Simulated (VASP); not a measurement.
# Mo (Im-3m) in VASP: a series of runs

Runs on Mo. Level: PBE. Tasks: single point.

Everything below comes from runs of VASP 6.6.1. Logs are shortened: lines on timing, memory, paths and dates and some standing lists are left out, and cuts for length are marked.

## (1) The cell of the first run

It takes space group Im-3m (No. 229, cubic). Conventional cell: a = 3.002 Å, b = 3.002 Å, c = 3.002 Å, α = 90.00°, β = 90.00°, γ = 90.00°. Within 3.4 Å of Mo (site symmetry m-3m) lie 14 Mo at 2.60 to 3.00 Å.

## (2) Single point, PBE (strain -0.050 along x and y, -0.050 along z)

Input file INCAR:

```
SYSTEM = Mo
ALGO = Fast
EDIFF = 1E-6
ENCUT = 520
GGA = PE
ISIF = 2
ISMEAR = 0
LASPH = .True.
LCHARG = .False.
LREAL = .False.
LWAVE = .False.
NBANDS = 13
NELM = 100
PREC = Accurate
SIGMA = 0.15
```

Input file KPOINTS:

```
k-points
0
Gamma
  26 26 26
  0 0 0
```

Input file POSCAR:

```
Mo
1.0
   -1.5012084634      1.5012084634      1.5012084634
    1.5012084634     -1.5012084634      1.5012084634
    1.5012084634      1.5012084634     -1.5012084634
Mo
1
Direct
    0.0000000000      0.0000000000      0.0000000000
```

Potentials or basis: VASP PAW PBE potentials, release 64 (Mo_sv).

The run is started by

```
$ cat potpaw_PBE.64/Mo_sv/POTCAR > POTCAR
$ mpirun -np 1 vasp_std > vasp.out
```

OUTCAR:

```text
SYSTEM = Mo
   EDIFF = 1E-6
   ENCUT = 520
   GGA = PE
   ISIF = 2
   ISMEAR = 0
   LASPH = .True.
   LREAL = .False.
   NELM = 100
   PREC = Accurate

 ion  position               nearest neighbor table
   1  0.000  0.000  0.000-

  LATTYP: Found a body centered cubic cell.
 ALAT       =     3.0024169268

  Lattice vectors:

 A1 = (  -1.5012084634,   1.5012084634,   1.5012084634)
 A2 = (   1.5012084634,  -1.5012084634,   1.5012084634)
 A3 = (   1.5012084634,   1.5012084634,  -1.5012084634)

Analysis of symmetry for initial positions (statically):
=====================================================================
 Subroutine PRICEL returns:
 Original cell was already a primitive cell.

 Routine SETGRP: Setting up the symmetry group for a
 body centered cubic supercell.

 Subroutine GETGRP returns: Found 48 space group operations
 (whereof 48 operations were pure point group operations)
 out of a pool of 48 trial point group operations.

The static configuration has the point symmetry O_h .

Analysis of symmetry for dynamics (positions and initial velocities):
=====================================================================
 Subroutine PRICEL returns:
 Original cell was already a primitive cell.

 Routine SETGRP: Setting up the symmetry group for a
 body centered cubic supercell.

 Subroutine GETGRP returns: Found 48 space group operations
 (whereof 48 operations were pure point group operations)
 out of a pool of 48 trial point group operations.

The dynamic configuration has the point symmetry O_h .

 Subroutine INISYM returns: Found 48 space group operations
 (whereof 48 operations are pure point group operations),
 and found     1 'primitive' translations

----------------------------------------------------------------------------------------

                                     Primitive cell

  volume of cell :      13.5327

  direct lattice vectors                    reciprocal lattice vectors
    -1.501208463  1.501208463  1.501208463     0.000000000  0.333065002  0.333065002
     1.501208463 -1.501208463  1.501208463     0.333065002  0.000000000  0.333065002
     1.501208463  1.501208463 -1.501208463     0.333065002  0.333065002  0.000000000

  length of vectors
     2.600169331  2.600169331  2.600169331     0.471025043  0.471025043  0.471025043

  position of ions in fractional coordinates (direct lattice)
     0.000000000  0.000000000  0.000000000

  ion indices of the primitive-cell ions
   primitive index   ion index
                 1           1
[... 75 lines left out ...]
   NSW    =      0    number of steps for IOM
   IBRION =     -1    ionic relax: 0-MD 1-quasi-New 2-CG
   NFREE  =      0    steps in history (QN), initial steepest desc. (CG)
   ISIF   =      2    stress and relaxation
   ISYM   =      2    0-nonsym 1-usesym 2-fastsym
   POTIM  = 0.5000    time-step for ionic-motion
   TEBEG  =    0.0;   TEEND  =   0.0 temperature during run
   PSTRESS=    0.0 pullay stress
   NELECT =      14.0000    total number of electrons
   NUPDOWN=      -1.0000    fix difference up-down
   EMIN   =  10.00;   EMAX   =-10.00  energy-range for DOS
   EFERMI =   0.00;   METHOD = LEGACY
   ISMEAR =     0;   SIGMA  =   0.15  broadening in eV -4-tet -1-fermi 0-gaus
   EFERMI_NEDOS =   21; number of points for ismear=-14 and -15
   IALGO  =     68    algorithm
   IMIX   =      4    mixing-type and parameters
     AMIX     =   0.40;   BMIX     =  1.00
     AMIX_MAG =   1.60;   BMIX_MAG =  1.00
  volume/ion in A,a.u.               =      13.53        91.32
  Fermi-wavevector in a.u.,A,eV,Ry     =   1.655731  3.128878 37.299636  2.741446
  Thomas-Fermi vector in A             =   2.743777
   LORBIT       =      0    0 simple, 1 ext, 2 COOP (PROOUT), +10 PAW based schemes
   GGA     = PE    functional components
   LHFCALC =     F    Hartree Fock is set to
   AEXX    =    0.0000 exact exchange contribution
   IVDW    =     0    specifies the selected vdW correction
   LEPSILON=     F    determine dielectric tensor
   LRPA    =     F    only Hartree local field effects (RPA)
 non-spin polarized calculation
 RMM-DIIS sequential band-by-band and
 Gauss-broadening in eV      SIGMA  =   0.15
  energy-cutoff  :      520.00
  volume of cell :       13.53
 maximum number of plane-waves:       375
   NGX =  9   NGY =  9   NGZ =  9

 number of electron      14.0000003 magnetization

 Free energy of the ion-electron system (eV)
  ---------------------------------------------------
  ext. energy  EPLUGINS =         0.00000000
  ---------------------------------------------------
  free energy    TOTEN  =       -10.58832992 eV

  energy without entropy =      -10.58243588  energy(sigma->0) =      -10.58538290

 E-fermi :  15.0906     XC(G=0): -14.2220

 val. band max:       15.0694287222   @ k =  -0.3462   0.3462   0.2308
 cond. band min:      15.0967524743   @ k =   0.3462   0.0385   0.0000
 fundamental gap:      0.0273237520
 Fermi energy:        15.0906066066

 k-point     1 :       0.0000    0.0000    0.0000
  band No.  band energies     occupation
      1     -46.3001      2.00000
      2     -19.1413      2.00000
      3     -19.1413      2.00000
      4     -19.1413      2.00000
      5       7.4222      2.00000
      6      13.3816      2.00000
      7      13.3816      2.00000
      8      13.3816      2.00000
      9      16.9776      0.00000
     10      16.9776      0.00000
     11      30.0568      0.00000
     12      30.0568      0.00000
     13      30.0568      0.00000
[... 354 lines left out ...]
  band No.  band energies     occupation
      1     -45.8728      2.00000
      2     -21.1350      2.00000
      3     -19.7703      2.00000
      4     -19.1802      2.00000
      5       9.0778      2.00000
      6      11.0941      2.00000
      7      15.8175      0.00000
      8      17.1466      0.00000
      9      17.8246      0.00000
     10      19.9721      0.00000
     11      28.0360      0.00000
     12      30.0714      0.00000
     13      35.8221      0.00000

 [... further k-points ...]
[... 5 lines left out ...]
  --------------------------------------------------------------------------------------
  -------------------------------------------------------------------------------------
  Total        4.7262632      4.7262632      4.7262632      0.0000000     -0.0000000      0.0000000
  in kB      559.5584826    559.5584826    559.5584826      0.0000000     -0.0000000      0.0000000
  external PRESSURE =     559.5584826 kB  Pullay stress =       0.0000000 kB

 VOLUME and BASIS-vectors are now :
 -----------------------------------------------------------------------------
  energy-cutoff  :      520.00
  volume of cell :       13.53
      direct lattice vectors                 reciprocal lattice vectors
    -1.501208463  1.501208463  1.501208463     0.000000000  0.333065002  0.333065002
     1.501208463 -1.501208463  1.501208463     0.333065002  0.000000000  0.333065002
     1.501208463  1.501208463 -1.501208463     0.333065002  0.333065002  0.000000000

 POSITION                                       TOTAL-FORCE (eV/Angst)
 -----------------------------------------------------------------------------------
      0.00000      0.00000      0.00000         0.000000     -0.000000      0.000000
 -----------------------------------------------------------------------------------
    total drift:                                0.000000     -0.000000      0.000000

  FREE ENERGIE OF THE ION-ELECTRON SYSTEM (eV)
  ---------------------------------------------------
  free  energy   TOTEN  =       -10.5883299193 eV

  energy  without entropy=      -10.5824358784  energy(sigma->0) =      -10.58538290
```

It took 56 s on 1 thread of Intel Xeon Platinum 8559C (Emerald Rapids), shared host; peak memory 0.19 GiB.

Results:

```
Free energy            : -10.5883 eV
Pressure               : 56.0 GPa
Band gap on the k mesh : zero (band 7 reaches 19.93 eV, above the bottom of band 8 at 13.38 eV)
```

Caveat: the cell differs from its parent crystal (strain -0.050 along x and y, -0.050 along z).

(Part 1 of 2 ends here.)
